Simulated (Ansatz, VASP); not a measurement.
## AlSn: VASP beside Ansatz

POSCAR

```
AlSn
1.0
    4.1981056157      0.0000000000      0.0000000000
   -2.0990528078      3.6356661109      0.0000000000
    0.0000000000      0.0000000000      3.3068470000
Sn Al
1 1
Direct
    0.3333333333      0.6666666667      0.5000000000
    0.0000000000      0.0000000000      0.0000000000
```

File INCAR.step1:

```
SYSTEM = AlSn
PREC = Accurate
ENCUT = 520
EDIFF = 1E-5
ISMEAR = -1
SIGMA = 0.05
LREAL = .False.
LASPH = .True.
NELM = 80
ALGO = Normal
ISIF = 2
LWAVE = .True.
NBANDS = 16
GGA = PE
```

Contents of INCAR.step2:

```
SYSTEM = AlSn
PREC = Accurate
ENCUT = 520
EDIFF = 1E-7
ISMEAR = -1
SIGMA = 0.05
LREAL = .False.
LASPH = .True.
NELM = 80
ALGO = Normal
ISIF = 2
LWAVE = .False.
LCHARG = .True.
METAGGA = R2SCAN
LHFCALC = .True.
AEXX = 0.25
LMIXTAU = .True.
PRECFOCK = Normal
LELF = .True.
LVHAR = .True.
NBANDS = 16
ISTART = 1
```

File KPOINTS:

```
regular mesh
0
Gamma
  4 4 4
  0 0 0
```

File input:

```
crystal:
  lattice:
    - [4.1981056157, 0.0, 0.0]
    - [-2.0990528078, 3.6356661109, 0.0]
    - [0.0, 0.0, 3.306847]
  atoms:
    - { symbol: Sn, position: [0.3333333333, 0.6666666667, 0.5] }
    - { symbol: Al, position: [0.0, 0.0, 0.0] }
hamiltonian:
  xc: r2scan0
  pseudopotentials: { kind: paw }
kpoints:
  mp_grid: { grid: [4, 4, 4] }
scf:
  occupations: { method: fermi_dirac, width: 0.05 }
output:
  forces: true
  stress: true
  eigenvalues: true
```

Alike in both runs: task single point; functional r2SCAN0; k mesh 4 × 4 × 4; occupations fermi-dirac, width 0.05 eV; no spin polarisation.

|  | VASP | Ansatz |
| --- | --- | --- |
| version | VASP 6.6.1 | Ansatz 0.2.0 |
| potentials or method | VASP PAW PBE potentials, release 64 (Sn_d, Al) | Ansatz PAW |
| plane-wave cutoff (eV) | 520 | 500 |
| valence electrons in the cell | 17 | 17 |

Ansatz gave:

| Property | Result |
| --- | --- |
| gap on the k mesh at the Fermi level (eV) | none |
| pressure (GPa) | -0.2 |
| traceless stress, the component that is largest in VASP (GPa) | 8.19 |

What did VASP give for the same quantities?

gap on the k mesh at the Fermi level (eV): none; pressure (GPa): -0.3; traceless stress, the component that is largest in VASP (GPa): 8.30.

VASP's potentials were made for PBE, not for r2SCAN0. A gap of «none» marks a metal or a gap that the smearing closes. The functional is the same, so the differences come from potentials, cutoffs and numerics.

The k mesh is coarse, so the values compare programs but aren't converged.
